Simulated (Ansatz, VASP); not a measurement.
Ta3Ag: VASP beside Ansatz

The input INCAR:

```
SYSTEM = Ta3Ag
  PREC = Accurate
  ENCUT = 500
  EDIFF = 1E-6
  ISMEAR = 0
  SIGMA = 0.1
  LREAL = .False.
  LASPH = .True.
  NELM = 120
  ALGO = Normal
  ISIF = 2
  LWAVE = .False.
  LCHARG = .False.
  GGA = PE
  NBANDS = 30
  GGA_COMPAT = .False.
```

Contents of KPOINTS:

```
Automatic mesh
0
Gamma
  4 4 4
  0 0 0
```

File POSCAR:

```
Ta3Ag
1.0
    4.0818002481      0.0000000000      0.0000000000
    0.0000000000      4.0818002481      0.0000000000
    0.0000000000      0.0000000000      4.0818002481
Ta Ag
3 1
Direct
    0.0000000000      0.5000000000      0.5000000000
    0.5000000000      0.0000000000      0.5000000000
    0.5000000000      0.5000000000      0.0000000000
    0.0000000000      0.0000000000      0.0000000000
```

Input for Ansatz:

```yaml
crystal:
  lattice:
    - [4.0818002481, 0.0, 0.0]
    - [0.0, 4.0818002481, 0.0]
    - [0.0, 0.0, 4.0818002481]
  atoms:
    - { symbol: Ta, position: [0.0, 0.5, 0.5] }
    - { symbol: Ta, position: [0.5, 0.0, 0.5] }
    - { symbol: Ta, position: [0.5, 0.5, 0.0] }
    - { symbol: Ag, position: [0.0, 0.0, 0.0] }
basis:
  ecutwfc: 420
kpoints:
  mp_grid: { grid: [4, 4, 4] }
hamiltonian:
  xc: pbe
scf:
  occupations: { method: gaussian, width: 0.1 }
  lower_state_search: "off"
output:
  forces: true
  stress: true
  eigenvalues: true
```

Alike in both runs: task single point; functional PBE; k mesh 4 × 4 × 4; occupations gaussian, width 0.1 eV; no spin polarisation.

|  | VASP | Ansatz |
| --- | --- | --- |
| version | VASP 6.6.1 | Ansatz 0.2.0 |
| potentials or method | VASP PAW PBE potentials, release 64 (Ta_pv, Ag), cutoff 500 eV | scalar-relativistic, plane waves, PAW |
| valence electrons in the cell | 44 | 58 |

```tsv
	VASP	Ansatz	Ansatz less VASP
gap on the k mesh at the Fermi level (eV)	none	none	-
pressure (GPa)	11.0	11.0	0.00
```

A gap of «none» marks a metal or a gap that the smearing closes. The functional is the same, so the differences come from potentials, cutoffs and numerics. VASP's potentials hold 44 valence electrons a cell and Ansatz's 58, so a difference there can come from the potentials and not from the codes.

The k mesh is coarse, so the values compare programs but aren't converged. Neither program's run includes spin-orbit coupling.
